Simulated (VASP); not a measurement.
NiO, 2 atoms in the cell. It takes space group Pm-3m (No. 221, cubic). The conventional cell has a = 2.505 Å, b = 2.505 Å, c = 2.505 Å, α = 90.00°, β = 90.00°, γ = 90.00°. Within 2.9 Å of Ni (site symmetry m-3m) lie 8 O at 2.17 Å and 6 Ni at 2.50 Å. Within 2.9 Å of O (site symmetry m-3m) lie 8 Ni at 2.17 Å and 6 O at 2.50 Å. 

| Item | Value |
| --- | --- |
| Program | VASP 6.6.1 |
| Task | single point |
| Functional | PBEsol |
| Potentials or basis | VASP PAW PBE potentials, release 64 (Ni, O) |
| Cutoff | 600 eV |
| k mesh | 7 × 7 × 7 |
| Occupations | gaussian, width 0.05 eV |
| Spin | non-collinear spin, twin_end start, moments held on the sites |
| Starting moments | [[0.0, 0.0, 1.05], [0.0, 0.0, 0.37]] μB |
| Hubbard terms | Ni d U = 1.0 eV |
| Dipole correction | no |
| Constraint on the moments (I_CONSTRAINED_M) | 2 |
| Penalty LAMBDA | 10 |
| Further INCAR settings | ALGO = Normal; EDIFF = 1e-06; NBANDS = 28; ISYM = -1; AMIX = 0.2; BMIX = 0.0001 |

Potentials or basis: VASP PAW PBE potentials, release 64 (Ni, O).

Run with:

```sh
$ cat potpaw_PBE.64/Ni/POTCAR potpaw_PBE.64/O/POTCAR > POTCAR
$ mpirun -np 1 vasp_ncl > vasp.out
```

Hardware: 1 thread of Intel(R) Xeon(R) 6975P-C (Granite Rapids), with other jobs on the host.

Problem. How long does it take, and how much memory?

Solution. Run time: 9.7 min on 1 thread of Intel(R) Xeon(R) 6975P-C (Granite Rapids) (shared host), peak memory 0.38 GiB. Counts: scf iterations 64, k points 343.
